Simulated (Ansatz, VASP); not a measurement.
## Two plane-wave programs on Pd

```
Pd
1.0
     0.00000    1.93822    1.93822
     1.93822    0.00000    1.93822
     1.93822    1.93822    0.00000
Pd
1
Direct
  0.00000 0.00000 0.00000
```

Alike in both runs: functional PBEsol; k mesh 19 × 19 × 19; occupations fermi-dirac, width 0.05 eV; no spin polarisation.

Ansatz relaxed the structure, and its values are those at the end. VASP's run is a single point on that final structure, the one shown.

```csv
,VASP,Ansatz
version,VASP 6.6.1,Ansatz 0.2.0
potentials or method,"VASP PAW PBE potentials, release 64 (Pd)","PAW with Ansatz's default frozen-core files, scalar-relativistic"
plane-wave cutoff (eV),520,420
valence electrons in the cell,10,18
```

Ansatz gave:

```
pressure (GPa) : 0.0
```

Task: Estimate VASP's values.

Result: Pressure (GPa): -0.3.

VASP's potentials were made for PBE, not for PBEsol. VASP's potentials hold 10 valence electrons a cell and Ansatz's 18, so a difference there can come from the potentials and not from the codes.
